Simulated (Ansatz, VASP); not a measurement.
CdHgS2 in VASP and in Ansatz

File INCAR:

```
SYSTEM = CdHgS2
PREC = Accurate
ENCUT = 520
EDIFF = 1E-6
ISMEAR = 0
SIGMA = 0.01
LREAL = .FALSE.
LASPH = .TRUE.
NELM = 60
ALGO = Normal
ISIF = 2
LWAVE = .FALSE.
LCHARG = .FALSE.
GGA = PE
NBANDS = 46
```

Contents of KPOINTS:

```
regular mesh
0
G
  6 6 6
  0 0 0
```

File POSCAR:

```
CdHgS2
1.0
   -2.9470361100      2.9470361100      5.9050392967
    2.9470361100     -2.9470361100      5.9050392967
    2.9470361100      2.9470361100     -5.9050392967
Cd S Hg
2 4 2
Direct
    0.0000000000      0.0000000000      0.0000000000
    0.7500000000      0.2500000000      0.5000000000
    0.3750000000      0.3711381827      0.4961381827
    0.1211381827      0.6250000000     -0.0038618173
    0.8750000000      0.8788618173      0.5038618173
    0.6288618173      0.1250000000      0.0038618173
    0.5000000000      0.5000000000      0.0000000000
    0.2500000000      0.7500000000      0.5000000000
```

Input for Ansatz:

```yaml
crystal:
  lattice:
    - [-2.94703611, 2.94703611, 5.9050392967]
    - [2.94703611, -2.94703611, 5.9050392967]
    - [2.94703611, 2.94703611, -5.9050392967]
  atoms:
    - { symbol: Cd, position: [0.0, 0.0, 0.0] }
    - { symbol: S, position: [0.375, 0.3711381827, 0.4961381827] }
    - { symbol: Cd, position: [0.75, 0.25, 0.5] }
    - { symbol: S, position: [0.1211381827, 0.625, -0.0038618173] }
    - { symbol: Hg, position: [0.5, 0.5, 0.0] }
    - { symbol: S, position: [0.875, 0.8788618173, 0.5038618173] }
    - { symbol: Hg, position: [0.25, 0.75, 0.5] }
    - { symbol: S, position: [0.6288618173, 0.125, 0.0038618173] }
kpoints:
  mp_grid: { grid: [6, 6, 6] }
hamiltonian:
  xc: pbe
scf:
  occupations: { method: fixed }
  n_extra_bands: 6
output:
  forces: true
  stress: true
  eigenvalues: true
```

Alike in both runs: task single point; functional PBE; k mesh 6 × 6 × 6; no spin polarisation.

```csv
,VASP,Ansatz
version,VASP 6.6.1,Ansatz 0.2.0
potentials or method,"VASP PAW PBE potentials, release 64 (Cd, S, Hg)","plane waves, PAW"
plane-wave cutoff (eV),520,420
occupations,"gaussian, width 0.01 eV",fixed
valence electrons in the cell,72,104
```

|  | VASP | Ansatz | Ansatz less VASP |
| --- | --- | --- | --- |
| gap on the k mesh at the Fermi level (eV) | 0.29 | 0.29 | -0.001 |
| pressure (GPa) | 2.0 | 1.7 | -0.30 |

VASP's potentials hold 72 valence electrons a cell and Ansatz's 104, so a difference there can come from the potentials and not from the codes.

Neither program's run includes spin-orbit coupling.
